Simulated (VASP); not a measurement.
Wanted: the native input for a VASP 6.6.1 run.

* Task: single point
* Functional: revPBE
* Potentials or basis: VASP PAW PBE potentials, release 64 (Cu, Sr_sv, S)
* Cutoff: 520 eV
* k mesh: 5 × 5 × 3
* Occupations: fermi-dirac, width 0.1 eV
* Spin: no spin polarisation
* Dipole correction: no
* Further INCAR settings: ALGO = Normal; EDIFF = 1e-06; NBANDS = 30

The structure of SrCu2S2 lies in POSCAR:

```
SrCu2S2
1.0
    1.9982014600      3.4609861300      0.0000000000
   -1.9982014600      3.4609861300      0.0000000000
    0.0000000000      0.0000000000      6.6163798000
Cu Sr S
2 1 2
Direct
    0.3333000000      0.3334000000      0.3764900000
    0.6667000000      0.6666000000      0.6235100000
    0.0000000000      0.0000000000      0.0000000000
    0.3333000000      0.3334000000      0.7463000000
    0.6667000000      0.6666000000      0.2537000000
```

The input as run:

INCAR

```
SYSTEM = SrCu2S2
PREC     = Accurate       ! precision mode
ENCUT    = 520            ! plane-wave cutoff, eV
EDIFF    = 1E-6           ! SCF threshold, eV
ISMEAR   = -1             ! smearing method
SIGMA    = 0.1            ! smearing width, eV
LREAL    = .False.        ! projectors in reciprocal space
LASPH    = .True.         ! aspherical terms in the spheres
NELM     = 60             ! most SCF steps
ALGO     = Normal         ! electronic algorithm
ISIF     = 2              ! what is computed and relaxed
LWAVE    = .False.        ! write WAVECAR
LCHARG   = .False.        ! write CHGCAR
GGA      = RE             ! functional
NBANDS   = 30             ! bands
```

KPOINTS

```
Automatic mesh
0
Gamma
  5 5 3
  0 0 0
```

Potentials or basis: VASP PAW PBE potentials, release 64 (Cu, Sr_sv, S).

Command:

```console
$ cat potpaw_PBE.64/Cu/POTCAR potpaw_PBE.64/Sr_sv/POTCAR potpaw_PBE.64/S/POTCAR > POTCAR
$ mpirun -np 1 vasp_std > vasp.out
```

Results of the run:

| Item | Value |
| --- | --- |
| Pressure | 4.4 GPa |
| Largest force | 1.077 eV/Å |
| Band gap on the k mesh | 1.17 eV |

Caveat: the cell stands under pressure; the PAW data sets were made with another functional, which shifts forces and pressure a little.

Wall time 2.8 min on 1 thread of Intel Xeon 8259CL, on a shared host, peak memory 0.24 GiB.
